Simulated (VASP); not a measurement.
# LaFeGe: single point with PBE

Crystal: LaFeGe.

```
CELL_PARAMETERS angstrom
4.14542 0.00000 0.00000
-2.07271 3.59004 0.00000
0.00000 0.00000 4.19829
ATOMIC_POSITIONS crystal
La 0.00000 0.00000 0.00000
Ge 0.66667 0.33333 0.50000
Fe 0.33333 0.66667 0.50000
```

* Program: VASP 6.6.1
* Task: single point
* Functional: PBE
* Potentials or basis: VASP PAW PBE potentials, release 64 (La, Ge_d, Fe)
* Cutoff: 520 eV
* k mesh: 7 × 7 × 6
* Occupations: fermi-dirac, width 0.05 eV
* Spin: collinear spin, ferromagnetic start
* Starting moments: [0.0, 0.0, 3.0] μB

```
Pressure                                              : 4.2 GPa
Net moment                                            : 1.72 μB per cell
Site moments                                          : La -0.06; Ge -0.02; Fe +1.83 μB
Valence electrons inside the program's atomic spheres : La 8.58; Ge 12.51; Fe 7.19
```

Stress tensor (GPa, compression positive):
```
4.67 0.00 0.00
0.00 4.67 0.00
0.00 0.00 3.34
```

Levels at points of the mesh, in eV from the Fermi level:
Spin up:
```
           k point  band 14  band 15  band 16  band 17  band 18  band 19  band 20  band 21
(0.00, 0.00, 0.00)    -1.62    -1.62     0.16     0.44     0.44     0.50     2.08     2.65
(0.00, 0.00, 0.50)    -1.81    -1.81    -1.37     1.57     1.57     2.01     2.40     2.40
```
Spin down:
```
           k point  band 14  band 15  band 16  band 17  band 18  band 19
(0.00, 0.00, 0.00)    -0.28    -0.28     0.22     0.93     0.95     0.95
(0.00, 0.00, 0.50)    -0.72    -0.72     0.38     1.81     1.81     1.92
```

It took 2.1 min on 1 thread of Intel(R) Xeon(R) Platinum 8259CL CPU @ 2.50GHz (Skylake/Cascade Lake) (shared host), peak memory 0.27 GiB.

Caveat: the cell stands under pressure; spin-orbit coupling is left out, which moves the levels of the heavy elements.
